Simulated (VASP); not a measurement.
Set up this calculation in VASP 6.6.1, as the native input.

```
Task                   : single point
Functional             : PBEsol
Potentials or basis    : VASP PAW PBE potentials, release 64 (Au)
Cutoff                 : 520 eV
k mesh                 : 14 × 14 × 4
Occupations            : fermi-dirac, width 0.1 eV
Spin                   : no spin polarisation
Dipole correction      : no
Further INCAR settings : ALGO = Normal; EDIFF = 1e-06; NBANDS = 30
```

The structure of Au lies in POSCAR:

```
Au
1.0
    2.8682990688      0.0000000000      0.0000000000
   -1.4341495344      2.4840198592      0.0000000000
    0.0000000000      0.0000000000      9.5538130339
Au
4
Direct
    0.0000000000      0.0000000000      1.0000000000
    0.0000000000      0.0000000000      0.5000000000
    0.3333333333      0.6666666667      0.2500000000
    0.6666666667      0.3333333333      0.7500000000
```

The input as run:

INCAR

```
SYSTEM = Au
ALGO = Normal
EDIFF = 1E-6
ENCUT = 520
GGA = PS
ISIF = 2
ISMEAR = -1
LASPH = .TRUE.
LCHARG = .FALSE.
LREAL = .FALSE.
LWAVE = .FALSE.
NBANDS = 30
NELM = 100
PREC = Accurate
SIGMA = 0.1
```

KPOINTS

```
k-points
0
G
  14 14 4
  0 0 0
```

Potentials or basis: VASP PAW PBE potentials, release 64 (Au).

Command:

```sh
$ cat potpaw_PBE.64/Au/POTCAR > POTCAR
$ mpirun -np 1 vasp_std > vasp.out
```

It gave:

```yaml
Pressure: -0.2 GPa
Band_gap_on_the_k_mesh: zero (band 22 reaches 11.84 eV, above the bottom of band 23 at 7.00 eV)
```

Caveat: the PAW data sets were made with another functional, which shifts forces and pressure a little; spin-orbit coupling is left out, which moves the levels of the heavy elements.

Run time: 56 s on 1 thread of Intel(R) Xeon(R) 6975P-C (Granite Rapids) (shared host), peak memory 0.25 GiB.
